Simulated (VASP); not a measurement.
# TaN (P-6m2) in VASP: notebook

Runs on TaN. Level: r2SCAN. Tasks: single point.

All numbers are computed with VASP 6.6.1; they aren't measurements. Logs are shortened: lines on timing, memory, paths and dates and some standing lists are left out, and cuts for length are marked.

### Step 1. The cell of the first run

The structure is hexagonal, space group P-6m2 (No. 187). Conventional cell: a = 2.975 Å, b = 2.975 Å, c = 2.923 Å, α = 90.00°, β = 90.00°, γ = 120.00°. Within 3.0 Å of Ta (site symmetry -6m2) lie 6 N at 2.26 Å and 8 Ta at 2.92 to 2.97 Å. Within 3.0 Å of N (site symmetry -6m2) lie 6 Ta at 2.26 Å and 8 N at 2.92 to 2.97 Å.

### Step 2. Single point, r2SCAN

The input, POSCAR:

```
TaN
1.0
    2.9749106410      0.0000000000      0.0000000000
   -1.4874553205      2.5763481891      0.0000000000
    0.0000000000      0.0000000000      2.9228632900
Ta N
1 1
Direct
    0.3333333333      0.6666666667      0.5000000000
    0.0000000000      0.0000000000      0.0000000000
```

The input, INCAR.step1:

```
PREC = Accurate ; ENCUT = 520
ISMEAR = -1 ; SIGMA = 0.1
LREAL = False ; LASPH = True
NELM = 100 ; NBANDS = 15
GGA = PE ; ALGO = Normal
EDIFF = 1E-4 ; LWAVE = True
LCHARG = False
```

The input, INCAR.step2:

```
PREC = Accurate ; ENCUT = 520
EDIFF = 1E-6 ; ISMEAR = -1
SIGMA = 0.1 ; LREAL = False
LASPH = True ; NELM = 100
ALGO = Normal ; ISIF = 2
LWAVE = False ; LCHARG = False
METAGGA = R2SCAN ; LMIXTAU = True
NBANDS = 15 ; ISTART = 1
```

The input, KPOINTS:

```
regular mesh
0
Gamma
  13 13 12
```

Potentials or basis: VASP PAW PBE potentials, release 64 (Ta_pv, N).

Started as:

```sh
cat potpaw_PBE.64/Ta_pv/POTCAR potpaw_PBE.64/N/POTCAR > POTCAR
cp INCAR.step1 INCAR
mpirun -np 1 vasp_std > vasp.out
cp INCAR.step2 INCAR
mpirun -np 1 vasp_std > vasp.out
```

OUTCAR:

```text
PREC = Accurate
   ENCUT = 520
   EDIFF = 1E-6
   ISMEAR = -1
   LREAL = False
   LASPH = True
   NELM = 100
   ISIF = 2
   METAGGA = R2SCAN
   ISTART = 1

 ion  position               nearest neighbor table
   1  0.333  0.667  0.500-   2 2.26   2 2.26   2 2.26   2 2.26   2 2.26   2 2.26
   2  0.000  0.000  0.000-   1 2.26   1 2.26   1 2.26   1 2.26   1 2.26   1 2.26

  LATTYP: Found a hexagonal cell.
 ALAT       =     2.9749106410
 C/A-ratio  =     0.9825045666

  Lattice vectors:

 A1 = (   2.9749106410,   0.0000000000,   0.0000000000)
 A2 = (  -1.4874553205,   2.5763481891,   0.0000000000)
 A3 = (   0.0000000000,   0.0000000000,   2.9228632900)

Analysis of symmetry for initial positions (statically):
=====================================================================
 Subroutine PRICEL returns:
 Original cell was already a primitive cell.

 Routine SETGRP: Setting up the symmetry group for a
 hexagonal supercell.

 Subroutine GETGRP returns: Found 12 space group operations
 (whereof 12 operations were pure point group operations)
 out of a pool of 24 trial point group operations.

The static configuration has the point symmetry D_3h.

Analysis of symmetry for dynamics (positions and initial velocities):
=====================================================================
 Subroutine PRICEL returns:
 Original cell was already a primitive cell.

 Routine SETGRP: Setting up the symmetry group for a
 hexagonal supercell.

 Subroutine GETGRP returns: Found 12 space group operations
 (whereof 12 operations were pure point group operations)
 out of a pool of 24 trial point group operations.

The dynamic configuration has the point symmetry D_3h.

 Subroutine INISYM returns: Found 12 space group operations
 (whereof 12 operations are pure point group operations),
 and found     1 'primitive' translations

----------------------------------------------------------------------------------------

                                     Primitive cell

  volume of cell :      22.4020

  direct lattice vectors                    reciprocal lattice vectors
     2.974910641  0.000000000  0.000000000     0.336144550  0.194073147  0.000000000
    -1.487455321  2.576348189  0.000000000     0.000000000  0.388146293  0.000000000
     0.000000000  0.000000000  2.922863290     0.000000000  0.000000000  0.342130268

  length of vectors
     2.974910641  2.974910641  2.922863290     0.388146293  0.388146293  0.342130268

  position of ions in fractional coordinates (direct lattice)
     0.333333333  0.666666667  0.500000000
     0.000000000  0.000000000  0.000000000

  ion indices of the primitive-cell ions
   primitive index   ion index
                 1           1
                 2           2

----------------------------------------------------------------------------------------

 KPOINTS: regular mesh

Automatic generation of k-mesh.
 Grid dimensions read from file:
 generate k-points for:   13   13   12

 Generating k-lattice:

  Cartesian coordinates                     Fractional coordinates (reciprocal lattice)
     0.025857273  0.014928704  0.000000000     0.076923077 -0.000000000  0.000000000
     0.000000000  0.029857407  0.000000000     0.000000000  0.076923077  0.000000000
     0.000000000  0.000000000  0.028510856     0.000000000  0.000000000  0.083333333

  Length of vectors
     0.029857407  0.029857407  0.028510856

  Shift w.r.t. Gamma in fractional coordinates (k-lattice)
     0.000000000  0.000000000  0.000000000

 Subroutine IBZKPT returns following result:
 ===========================================

 Found    147 irreducible k-points:

 Following reciprocal coordinates:
            Coordinates               Weight
  0.000000  0.000000  0.000000      1.000000
  0.076923  0.000000  0.000000      6.000000
  0.153846 -0.000000  0.000000      6.000000
  0.230769  0.000000  0.000000      6.000000
  0.307692 -0.000000  0.000000      6.000000
  0.384615  0.000000  0.000000      6.000000
[... 16 lines left out ...]
  0.076923  0.000000  0.083333     12.000000
  0.153846 -0.000000  0.083333     12.000000
 [... further k-points ...]
   k-points           NKPTS =    147   k-points in BZ     NKDIM =    147   number of bands    NBANDS=     15
   number of dos      NEDOS =    301   number of ions     NIONS =      2
   total plane-waves  NPLWV =  13824
   dimension x,y,z NGX =    24 NGY =   24 NGZ =   24
   dimension x,y,z NGXF=    48 NGYF=   48 NGZF=   48
   ions per type =               1   1
   NGX,Y,Z   is equivalent  to a cutoff of  13.41, 13.41, 13.65 a.u.
   NGXF,Y,Z  is equivalent  to a cutoff of  26.82, 26.82, 27.30 a.u.
 SYSTEM =  unknown system
   PREC   = accura    normal or accurate (medium, high low for compatibility)
   ISTART =      1    job   : 0-new  1-cont  2-samecut
   ICHARG =      0    charge: 1-file 2-atom 10-const
   ISPIN  =      1    spin polarized calculation?
   LNONCOLLINEAR =      F non collinear calculations
   LSORBIT =      F    spin-orbit coupling
   LASPH  =      T    aspherical Exc in radial PAW
   ENCUT  =  520.0 eV  38.22 Ry    6.18 a.u.   5.53  5.53  5.43*2*pi/ulx,y,z
   NELM   =    100;   NELMIN=  2; NELMDL=  0     # of ELM steps
   EDIFF  = 0.1E-05   stopping-criterion for ELM
   LREAL  =      F    real-space projection
   EDIFFG = 0.1E-04   stopping-criterion for IOM
   NSW    =      0    number of steps for IOM
   IBRION =     -1    ionic relax: 0-MD 1-quasi-New 2-CG
   NFREE  =      0    steps in history (QN), initial steepest desc. (CG)
   ISIF   =      2    stress and relaxation
   ISYM   =      2    0-nonsym 1-usesym 2-fastsym
   POTIM  = 0.5000    time-step for ionic-motion
   TEBEG  =    0.0;   TEEND  =   0.0 temperature during run
   PSTRESS=    0.0 pullay stress
   NELECT =      16.0000    total number of electrons
   NUPDOWN=      -1.0000    fix difference up-down
   EMIN   =  10.00;   EMAX   =-10.00  energy-range for DOS
   EFERMI =   0.00;   METHOD = LEGACY
   ISMEAR =    -1;   SIGMA  =   0.10  broadening in eV -4-tet -1-fermi 0-gaus
   EFERMI_NEDOS =   21; number of points for ismear=-14 and -15
   IALGO  =     38    algorithm
   IMIX   =      4    mixing-type and parameters
     AMIX     =   0.40;   BMIX     =  1.00
     AMIX_MAG =   1.60;   BMIX_MAG =  1.00
  volume/ion in A,a.u.               =      11.20        75.59
  Fermi-wavevector in a.u.,A,eV,Ry     =   1.463364  2.765358 29.135999  2.141435
  Thomas-Fermi vector in A             =   2.579468
   LORBIT       =      0    0 simple, 1 ext, 2 COOP (PROOUT), +10 PAW based schemes
   METAGGA = R2SCAN    functional components
   LHFCALC =     F    Hartree Fock is set to
   AEXX    =    0.0000 exact exchange contribution
   IVDW    =     0    specifies the selected vdW correction
   LEPSILON=     F    determine dielectric tensor
   LRPA    =     F    only Hartree local field effects (RPA)
 non-spin polarized calculation
  energy-cutoff  :      520.00
  volume of cell :       22.40
 maximum number of plane-waves:       634
 NGX is ok and might be reduce to    24
   NGX = 11   NGY = 11   NGZ = 11

 number of electron      16.0000001 magnetization

 Free energy of the ion-electron system (eV)
  ---------------------------------------------------
  ext. energy  EPLUGINS =         0.00000000
  ---------------------------------------------------
  free energy    TOTEN  =       -60.36890932 eV

  energy without entropy =      -60.36679678  energy(sigma->0) =      -60.36785305

 E-fermi :   7.8059     XC(G=0): -14.1081

 val. band max:        7.7390272980   @ k =   0.0000   0.0000   0.5000
 cond. band min:       7.8099655943   @ k =   0.0000   0.0000   0.4167
 fundamental gap:      0.0709382963
 Fermi energy:         7.8058989837

 k-point     1 :       0.0000    0.0000    0.0000
  band No.  band energies     occupation
      1     -28.4451      2.00000
      2     -28.1997      2.00000
      3     -28.1997      2.00000
      4     -10.6898      2.00000
      5       3.1747      2.00000
      6       3.1747      2.00000
      7       3.5936      2.00000
      8       4.7185      2.00000
      9      10.0171      0.00000
     10      11.3798      0.00000
     11      11.3798      0.00000
     12      11.8224      0.00000
     13      11.8224      0.00000
     14      18.2652      0.00000
     15      21.5578      0.00000

 k-point     2 :       0.0769    0.0000    0.0000
  band No.  band energies     occupation
      1     -28.4379      2.00000
      2     -28.2572      2.00000
      3     -28.2120      2.00000
      4     -10.5753      2.00000
      5       2.8122      2.00000
      6       3.2632      2.00000
      7       3.7521      2.00000
      8       4.5513      2.00000
      9      10.4515      0.00000
     10      11.1503      0.00000
     11      11.3988      0.00000
     12      11.7622      0.00000
     13      11.9848      0.00000
     14      18.2652      0.00000
     15      21.5212      0.00000

 k-point     3 :       0.1538   -0.0000    0.0000
  band No.  band energies     occupation
      1     -28.4179      2.00000
      2     -28.4138      2.00000
      3     -28.2460      2.00000
      4     -10.2553      2.00000
      5       2.0048      2.00000
      6       3.5030      2.00000
      7       4.1297      2.00000
      8       4.1414      2.00000
      9      10.4906      0.00000
     10      11.4857      0.00000
     11      11.5997      0.00000
     12      11.6173      0.00000
     13      12.3656      0.00000
     14      18.2653      0.00000
     15      21.4595      0.00000
[... 343 lines left out ...]
 k-point    23 :       0.0769    0.0000    0.0833
  band No.  band energies     occupation
      1     -28.4962      2.00000
      2     -28.2519      2.00000
      3     -28.2073      2.00000
      4     -10.4463      2.00000
      5       2.8735      2.00000
      6       3.0568      2.00000
      7       3.3097      2.00000
      8       5.1437      2.00000
      9      10.4739      0.00000
     10      10.5276      0.00000
     11      10.7435      0.00000
     12      12.4253      0.00000
     13      12.4330      0.00000
     14      18.2652      0.00000
     15      21.6876      0.00000

 k-point    24 :       0.1538   -0.0000    0.0833
  band No.  band energies     occupation
      1     -28.4773      2.00000
      2     -28.4052      2.00000
      3     -28.2411      2.00000
      4     -10.1430      2.00000
      5       2.0700      2.00000
      6       3.1969      2.00000
      7       3.5197      2.00000
      8       4.9611      2.00000
      9      10.3536      0.00000
     10      10.5283      0.00000
     11      11.5002      0.00000
     12      12.4392      0.00000
     13      12.7702      0.00000
     14      18.2652      0.00000
     15      21.3999      0.00000

 [... further k-points ...]

------------------------ aborting loop because EDIFF is reached ----------------------------------------

  FORCE on cell =-STRESS in cart. coord.  units (eV):
  Direction    XX          YY          ZZ          XY          YZ          ZX
  --------------------------------------------------------------------------------------
  -------------------------------------------------------------------------------------
  Total       -1.5756816     -1.5756816     -1.7525078      0.0000000      0.0000000      0.0000000
  in kB     -112.6917305   -112.6917305   -125.3382269      0.0000000      0.0000000      0.0000000
  external PRESSURE =    -116.9072293 kB  Pullay stress =       0.0000000 kB

 VOLUME and BASIS-vectors are now :
 -----------------------------------------------------------------------------
  energy-cutoff  :      520.00
  volume of cell :       22.40
      direct lattice vectors                 reciprocal lattice vectors
     2.974910641  0.000000000  0.000000000     0.336144550  0.194073147  0.000000000
    -1.487455321  2.576348189  0.000000000     0.000000000  0.388146293  0.000000000
     0.000000000  0.000000000  2.922863290     0.000000000  0.000000000  0.342130268

 POSITION                                       TOTAL-FORCE (eV/Angst)
 -----------------------------------------------------------------------------------
     -0.00000      1.71757      1.46143        -0.000000     -0.000000      0.000000
      0.00000      0.00000      0.00000         0.000000      0.000000      0.000000
 -----------------------------------------------------------------------------------
    total drift:                                0.000000     -0.000000     -0.000000

  FREE ENERGIE OF THE ION-ELECTRON SYSTEM (eV)
  ---------------------------------------------------
  free  energy   TOTEN  =       -60.3689093186 eV

  energy  without entropy=      -60.3667967847  energy(sigma->0) =      -60.36785305
```

Wall time 2.9 min (1 thread of Intel Xeon 8259CL, shared host); peak memory 0.19 GiB.

What came out:

- Free energy: -60.3689 eV
- Pressure: -11.7 GPa
- Band gap on the k mesh: zero (bands 8 and 9 overlap by 0.35 eV)

Stress tensor (GPa, compression positive):
```
-11.27   0.00   0.00
  0.00 -11.27   0.00
  0.00   0.00 -12.53
```

Levels at points of the mesh, in eV from the Fermi level:
```
           k point  band 5  band 6  band 7  band 8  band 9  band 10  band 11  band 12
(0.00, 0.00, 0.00)   -4.63   -4.63   -4.21   -3.09    2.21     3.57     3.57     4.02
(0.00, 0.00, 0.50)   -9.47   -3.81   -3.81   -0.07   -0.07     2.26     3.52     3.52
```

Caveat: the cell stands under tension; the PAW data sets were made with another functional, which shifts forces and pressure a little; spin-orbit coupling is left out, which moves the levels of the heavy elements.

(Part 1 of 2 ends here.)

The gap in the log of VASP goes by the Fermi energy; the results here count the filled bands.